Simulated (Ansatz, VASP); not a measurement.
PbSe: VASP beside Ansatz

```
CELL_PARAMETERS angstrom
0.00000 6.53866 3.07367
3.07367 0.00000 3.07367
3.07367 6.53866 0.00000
ATOMIC_POSITIONS crystal
Pb 0.13240 0.85060 0.14940
Pb 0.85060 0.13240 0.86760
Se 0.63734 0.34566 0.65434
Se 0.34566 0.63734 0.36266
```

Alike in both runs: task single point; functional PBE; k mesh 6 × 6 × 6; no spin polarisation.

|  | VASP | Ansatz |
| --- | --- | --- |
| version | VASP 6.6.1 | Ansatz 0.2.0 |
| potentials or method | VASP PAW PBE potentials, release 64 (Pb_d, Se) | plane waves, PAW |
| plane-wave cutoff (eV) | 520 | 420 |
| occupations | gaussian, width 0.01 eV | fixed |
| valence electrons in the cell | 40 | 60 |

Ansatz gave:

| Item | Value |
| --- | --- |
| gap on the k mesh at the Fermi level (eV) | 0.60 |
| pressure (GPa) | 1.9 |
| traceless stress, the component that is largest in VASP (GPa) | 0.26 |
| rms of the force components (eV/Å) | 0.063 |

Task: Estimate VASP's values.

Result: gap on the k mesh at the Fermi level (eV): 0.60; pressure (GPa): 1.9; traceless stress, the component that is largest in VASP (GPa): 0.29; rms of the force components (eV/Å): 0.068.

Atom by atom the forces differ by 0.005 eV/Å (rms over components). VASP's potentials hold 40 valence electrons a cell and Ansatz's 60, so a difference there can come from the potentials and not from the codes.

Spin-orbit coupling is off throughout.
